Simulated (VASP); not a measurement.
Set up this calculation in VASP 6.6.1, as the native input.

```
Task                   : single point
Functional             : BLYP
Potentials or basis    : VASP PAW PBE potentials, release 64 (Si)
Cutoff                 : 520 eV
k mesh                 : 8 × 8 × 8
Occupations            : fermi-dirac, width 0.05 eV
Spin                   : no spin polarisation
Dipole correction      : no
Further INCAR settings : ALGO = Normal; EDIFF = 1e-06; NBANDS = 11
```

The structure of Si lies in POSCAR:

```
Si
1.0
    0.0000000000      2.7660689067      2.7660689067
    2.7660689067      0.0000000000      2.7660689067
    2.7660689067      2.7660689067      0.0000000000
Si
2
Direct
    0.5000000000      0.5000000000      0.5000000000
    0.7500000000      0.7500000000      0.7500000000
```

One way to write it, as run:

INCAR

```
  PREC = Accurate
  ENCUT = 520
  EDIFF = 1E-6
  ISMEAR = -1
  SIGMA = 0.05
  LREAL = F
  LASPH = T
  NELM = 80
  ALGO = Normal
  ISIF = 2
  LWAVE = F
  LCHARG = F
  GGA = B5
  ALDAX = 1.0
  AGGAX = 1.0
  AGGAC = 1.0
  ALDAC = 0.0
  NBANDS = 11
```

KPOINTS

```
regular mesh
0
Gamma
  8 8 8
```

Potentials or basis: VASP PAW PBE potentials, release 64 (Si).

Run with:

```bash
$ cat potpaw_PBE.64/Si/POTCAR > POTCAR
$ mpirun -np 1 vasp_std > vasp.out
```

It gave:

* Pressure: 0.1 GPa
* Band gap on the k mesh: 0.91 eV, indirect (least direct gap 2.56 eV)

Caveat: the PAW data sets were made with another functional, which shifts forces and pressure a little.

Wall time 16 s on 1 thread of AMD EPYC 7R13 Processor (Zen 3), on a shared host, peak memory 0.13 GiB.
